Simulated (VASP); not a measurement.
# Ta2SiO3 (P-62m) in VASP: notebook

The runs below take Ta2SiO3 through single point, with PBE.

All numbers are computed with VASP 6.6.1; they aren't measurements. Logs are shortened: lines on timing, memory, paths and dates and some standing lists are left out, and cuts for length are marked.

## (1) The cell of the first run

Symmetry: P-62m, No. 189, hexagonal system. Conventional cell: a = 5.030 Å, b = 5.030 Å, c = 3.218 Å, α = 90.00°, β = 90.00°, γ = 120.00°. Within 2.9 Å of Ta (site symmetry -6) lie 6 O at 2.22 Å. Si (site symmetry -62m) has 3 O at 2.04 Å within 2.7 Å. O (site symmetry m2m) has 1 Si at 2.04 Å and 4 Ta at 2.22 Å and 4 O at 2.64 Å within 2.7 Å.

## (2) Single point, PBE

Input file INCAR:

```
SYSTEM = Ta2SiO3
PREC     = Accurate       ! precision mode
ENCUT    = 600            ! plane-wave cutoff, eV
EDIFF    = 1E-6           ! SCF threshold, eV
ISMEAR   = 0              ! smearing method
SIGMA    = 0.1            ! smearing width, eV
LREAL    = .FALSE.        ! projectors in reciprocal space
LASPH    = .TRUE.         ! aspherical terms in the spheres
NELM     = 120            ! most SCF steps
ALGO     = Normal         ! electronic algorithm
ISIF     = 2              ! what is computed and relaxed
LWAVE    = .FALSE.        ! write WAVECAR
LCHARG   = .FALSE.        ! write CHGCAR
GGA      = PE             ! functional
NBANDS   = 33             ! bands
GGA_COMPAT= .FALSE.
```

Input file KPOINTS:

```
regular mesh
0
G
  6 6 4
  0 0 0
```

Input file POSCAR:

```
Ta2SiO3
1.0
    5.0301887434      0.0000000000      0.0000000000
   -2.5150943717      4.3562712376      0.0000000000
    0.0000000000      0.0000000000      3.2179533031
Ta Si O
2 1 3
Direct
    0.3333333333      0.6666666667      0.5000000000
    0.6666666667      0.3333333333      0.5000000000
    0.0000000000      0.0000000000      0.0000000000
    0.5936560497      0.0000000000      0.0000000000
    0.0000000000      0.5936560497      0.0000000000
    0.4063439503      0.4063439503      0.0000000000
```

Potentials or basis: VASP PAW PBE potentials, release 64 (Ta_sv_GW, Si, O).

Started as:

```
cat potpaw_PBE.64/Ta_sv_GW/POTCAR potpaw_PBE.64/Si/POTCAR potpaw_PBE.64/O/POTCAR > POTCAR
mpirun -np 1 vasp_std > vasp.out
```

OUTCAR:

```text
SYSTEM = Ta2SiO3
   PREC = Accurate
   ENCUT = 600
   EDIFF = 1E-6
   ISMEAR = 0
   LREAL = .FALSE.
   LASPH = .TRUE.
   NELM = 120
   ISIF = 2
   GGA = PE

 ion  position               nearest neighbor table
   1  0.333  0.667  0.500-   5 2.22   5 2.22   4 2.22   4 2.22   6 2.22   6 2.22   2 2.90   2 2.90
                             2 2.90
   2  0.667  0.333  0.500-   4 2.22   4 2.22   5 2.22   5 2.22   6 2.22   6 2.22   1 2.90   1 2.90
                             1 2.90
   3  0.000  0.000  0.000-   5 2.04   6 2.04   4 2.04
   4  0.594  0.000  0.000-   3 2.04   2 2.22   2 2.22   1 2.22   1 2.22
   5  0.000  0.594  0.000-   3 2.04   1 2.22   1 2.22   2 2.22   2 2.22
   6  0.406  0.406  0.000-   3 2.04   1 2.22   1 2.22   2 2.22   2 2.22

  LATTYP: Found a hexagonal cell.
 ALAT       =     5.0301887434
 C/A-ratio  =     0.6397281429

  Lattice vectors:

 A1 = (   5.0301887434,   0.0000000000,   0.0000000000)
 A2 = (  -2.5150943717,   4.3562712376,   0.0000000000)
 A3 = (   0.0000000000,   0.0000000000,   3.2179533031)

Analysis of symmetry for initial positions (statically):
=====================================================================
 Subroutine PRICEL returns:
 Original cell was already a primitive cell.

 Routine SETGRP: Setting up the symmetry group for a
 hexagonal supercell.

 Subroutine GETGRP returns: Found 12 space group operations
 (whereof 12 operations were pure point group operations)
 out of a pool of 24 trial point group operations.

The static configuration has the point symmetry D_3h.

Analysis of symmetry for dynamics (positions and initial velocities):
=====================================================================
 Subroutine PRICEL returns:
 Original cell was already a primitive cell.

 Routine SETGRP: Setting up the symmetry group for a
 hexagonal supercell.

 Subroutine GETGRP returns: Found 12 space group operations
 (whereof 12 operations were pure point group operations)
 out of a pool of 24 trial point group operations.

The dynamic configuration has the point symmetry D_3h.

 Subroutine INISYM returns: Found 12 space group operations
 (whereof 12 operations are pure point group operations),
 and found     1 'primitive' translations

----------------------------------------------------------------------------------------

                                     Primitive cell

  volume of cell :      70.5146

  direct lattice vectors                    reciprocal lattice vectors
     5.030188743  0.000000000  0.000000000     0.198799697  0.114777059  0.000000000
    -2.515094372  4.356271238  0.000000000     0.000000000  0.229554118  0.000000000
     0.000000000  0.000000000  3.217953303     0.000000000  0.000000000  0.310756529

  length of vectors
     5.030188743  5.030188743  3.217953303     0.229554118  0.229554118  0.310756529

  position of ions in fractional coordinates (direct lattice)
     0.333333333  0.666666667  0.500000000
     0.666666667  0.333333333  0.500000000
     0.000000000  0.000000000  0.000000000
     0.593656050  0.000000000  0.000000000
     1.000000000  0.593656050  0.000000000
     0.406343950  0.406343950  0.000000000

  ion indices of the primitive-cell ions
   primitive index   ion index
                 1           1
                 2           2
                 3           3
                 4           4
                 5           5
                 6           6

----------------------------------------------------------------------------------------

 KPOINTS: regular mesh

Automatic generation of k-mesh.
 Grid dimensions read from file:
 generate k-points for:    6    6    4

 Generating k-lattice:

  Cartesian coordinates                     Fractional coordinates (reciprocal lattice)
     0.033133283  0.019129510  0.000000000     0.166666667  0.000000000  0.000000000
     0.000000000  0.038259020  0.000000000     0.000000000  0.166666667  0.000000000
     0.000000000  0.000000000  0.077689132     0.000000000  0.000000000  0.250000000

  Length of vectors
     0.038259020  0.038259020  0.077689132

  Shift w.r.t. Gamma in fractional coordinates (k-lattice)
     0.000000000  0.000000000  0.000000000

 Subroutine IBZKPT returns following result:
 ===========================================

 Found     21 irreducible k-points:

 Following reciprocal coordinates:
            Coordinates               Weight
  0.000000  0.000000  0.000000      1.000000
  0.166667 -0.000000  0.000000      6.000000
  0.333333 -0.000000  0.000000      6.000000
  0.500000 -0.000000  0.000000      3.000000
  0.166667  0.166667  0.000000      6.000000
  0.333333  0.166667  0.000000     12.000000
[... 13 lines left out ...]
  0.333333  0.166667  0.500000     12.000000
  0.333333  0.333333  0.500000      2.000000
   k-points           NKPTS =     21   k-points in BZ     NKDIM =     21   number of bands    NBANDS=     33
   number of dos      NEDOS =    301   number of ions     NIONS =      6
   total plane-waves  NPLWV =  44800
   dimension x,y,z NGX =    40 NGY =   40 NGZ =   28
   dimension x,y,z NGXF=    80 NGYF=   80 NGZF=   56
   ions per type =               2   1   3
   NGX,Y,Z   is equivalent  to a cutoff of  13.22, 13.22, 14.47 a.u.
   NGXF,Y,Z  is equivalent  to a cutoff of  26.44, 26.44, 28.93 a.u.
 SYSTEM =  Ta2SiO3
   PREC   = accura    normal or accurate (medium, high low for compatibility)
   ISTART =      0    job   : 0-new  1-cont  2-samecut
   ICHARG =      2    charge: 1-file 2-atom 10-const
   ISPIN  =      1    spin polarized calculation?
   LNONCOLLINEAR =      F non collinear calculations
   LSORBIT =      F    spin-orbit coupling
   LASPH  =      T    aspherical Exc in radial PAW
   ENCUT  =  600.0 eV  44.10 Ry    6.64 a.u.  10.05 10.05  6.43*2*pi/ulx,y,z
   NELM   =    120;   NELMIN=  2; NELMDL= -5     # of ELM steps
   EDIFF  = 0.1E-05   stopping-criterion for ELM
   LREAL  =      F    real-space projection
[... 7 lines left out ...]
   TEBEG  =    0.0;   TEEND  =   0.0 temperature during run
   PSTRESS=    0.0 pullay stress
   NELECT =      48.0000    total number of electrons
   NUPDOWN=      -1.0000    fix difference up-down
   EMIN   =  10.00;   EMAX   =-10.00  energy-range for DOS
   EFERMI =   0.00;   METHOD = LEGACY
   ISMEAR =     0;   SIGMA  =   0.10  broadening in eV -4-tet -1-fermi 0-gaus
   EFERMI_NEDOS =   21; number of points for ismear=-14 and -15
   IALGO  =     38    algorithm
   IMIX   =      4    mixing-type and parameters
     AMIX     =   0.40;   BMIX     =  1.00
     AMIX_MAG =   1.60;   BMIX_MAG =  1.00
  volume/ion in A,a.u.               =      11.75        79.31
  Fermi-wavevector in a.u.,A,eV,Ry     =   1.440110  2.721413 28.217343  2.073916
  Thomas-Fermi vector in A             =   2.558890
   LORBIT       =      0    0 simple, 1 ext, 2 COOP (PROOUT), +10 PAW based schemes
   GGA     = PE    functional components
   LHFCALC =     F    Hartree Fock is set to
   AEXX    =    0.0000 exact exchange contribution
   IVDW    =     0    specifies the selected vdW correction
   LEPSILON=     F    determine dielectric tensor
   LRPA    =     F    only Hartree local field effects (RPA)
 non-spin polarized calculation
 Gauss-broadening in eV      SIGMA  =   0.10
  energy-cutoff  :      600.00
  volume of cell :       70.51
 maximum number of plane-waves:      2375
   NGX = 21   NGY = 21   NGZ = 13

 number of electron      47.9999993 magnetization

 Free energy of the ion-electron system (eV)
  ---------------------------------------------------
  ext. energy  EPLUGINS =         0.00000000
  ---------------------------------------------------
  free energy    TOTEN  =       -56.14247565 eV

  energy without entropy =      -56.14247559  energy(sigma->0) =      -56.14247562

 E-fermi :  10.8732     XC(G=0): -12.4088

 val. band max:       10.5350380398   @ k =   0.1667  -0.0000   0.0000
 cond. band min:      11.2110729313   @ k =   0.1667  -0.0000   0.0000
 fundamental gap:      0.6760348915
 Fermi energy:        10.8732296585

 k-point     1 :       0.0000    0.0000    0.0000
  band No.  band energies     occupation
      1     -58.8406      2.00000
      2     -58.7777      2.00000
      3     -25.4577      2.00000
      4     -25.4577      2.00000
      5     -25.4445      2.00000
      6     -25.3044      2.00000
[... 25 lines left out ...]
     32      15.4812      0.00000
     33      15.6506      0.00000

 k-point     2 :       0.1667   -0.0000    0.0000
  band No.  band energies     occupation
      1     -58.8369      2.00000
      2     -58.7815      2.00000
      3     -25.4682      2.00000
      4     -25.4363      2.00000
      5     -25.4329      2.00000
      6     -25.3127      2.00000
[... 25 lines left out ...]
     32      14.9048      0.00000
     33      15.2538      0.00000

 k-point     3 :       0.3333   -0.0000    0.0000
  band No.  band energies     occupation
      1     -58.8274      2.00000
      2     -58.7911      2.00000
      3     -25.4881      2.00000
      4     -25.4151      2.00000
      5     -25.3719      2.00000
      6     -25.3342      2.00000
[... 25 lines left out ...]
     32      14.1066      0.00000
     33      14.7998      0.00000

 k-point     4 :       0.5000   -0.0000    0.0000
  band No.  band energies     occupation
      1     -58.8197      2.00000
      2     -58.7988      2.00000
      3     -25.4974      2.00000
      4     -25.3981      2.00000
      5     -25.3514      2.00000
      6     -25.3304      2.00000
[... 565 lines left out ...]
     32      14.7995      0.00000
     33      15.6444      0.00000

 k-point    20 :       0.3333    0.1667    0.5000
  band No.  band energies     occupation
      1     -58.8073      2.00000
      2     -58.7867      2.00000
      3     -25.7834      2.00000
      4     -25.6991      2.00000
      5     -25.4203      2.00000
      6     -25.2364      2.00000
[... 25 lines left out ...]
     32      14.8550      0.00000
     33      15.6163      0.00000

 k-point    21 :       0.3333    0.3333    0.5000
  band No.  band energies     occupation
      1     -58.7969      2.00000
      2     -58.7969      2.00000
      3     -25.7413      2.00000
      4     -25.7413      2.00000
      5     -25.4312      2.00000
      6     -25.1396      2.00000
[... 25 lines left out ...]
     32      15.2063      0.00000
     33      15.5631      0.00000

------------------------ aborting loop because EDIFF is reached ----------------------------------------

  FORCE on cell =-STRESS in cart. coord.  units (eV):
  Direction    XX          YY          ZZ          XY          YZ          ZX
  --------------------------------------------------------------------------------------
  -------------------------------------------------------------------------------------
  Total       -0.0831956     -0.0831956     -0.0202075      0.0000000      0.0000000      0.0000000
  in kB       -1.8903051     -1.8903051     -0.4591383      0.0000000      0.0000000      0.0000000
  external PRESSURE =      -1.4132495 kB  Pullay stress =       0.0000000 kB

 VOLUME and BASIS-vectors are now :
 -----------------------------------------------------------------------------
  energy-cutoff  :      600.00
  volume of cell :       70.51
      direct lattice vectors                 reciprocal lattice vectors
     5.030188743  0.000000000  0.000000000     0.198799697  0.114777059  0.000000000
    -2.515094372  4.356271238  0.000000000     0.000000000  0.229554118  0.000000000
     0.000000000  0.000000000  3.217953303     0.000000000  0.000000000  0.310756529

 POSITION                                       TOTAL-FORCE (eV/Angst)
 -----------------------------------------------------------------------------------
     -0.00000      2.90418      1.60898        -0.000000     -0.000000      0.000000
      2.51509      1.45209      1.60898        -0.000000      0.000000      0.000000
      0.00000      0.00000      0.00000        -0.000000     -0.000000      0.000000
      2.98620      0.00000      0.00000        -0.001227     -0.000000      0.000000
     -1.49310      2.58613      0.00000         0.000614     -0.001063      0.000000
      1.02199      1.77014      0.00000         0.000614      0.001063      0.000000
 -----------------------------------------------------------------------------------
    total drift:                               -0.000004     -0.000007      0.000001

  FREE ENERGIE OF THE ION-ELECTRON SYSTEM (eV)
  ---------------------------------------------------
  free  energy   TOTEN  =       -56.1424756454 eV

  energy  without entropy=      -56.1424755856  energy(sigma->0) =      -56.14247562
```

It took 2.3 min on 1 thread of Intel Xeon Platinum 8375C at 2.90GHz (Ice Lake), shared host; peak memory 0.23 GiB.

Results:

| Quantity | Value |
| --- | --- |
| Free energy | -56.1425 eV |
| Pressure | -0.1 GPa |
| Band gap on the k mesh | 0.68 eV, direct |

Stress tensor (GPa, compression positive):
```
-0.19  0.00  0.00
 0.00 -0.19  0.00
 0.00  0.00 -0.05
```

Caveat: the k points lie up to 0.49 Å⁻¹ apart; spin-orbit coupling is left out, which moves the levels of the heavy elements.

(Continued in part 2 of 2.)
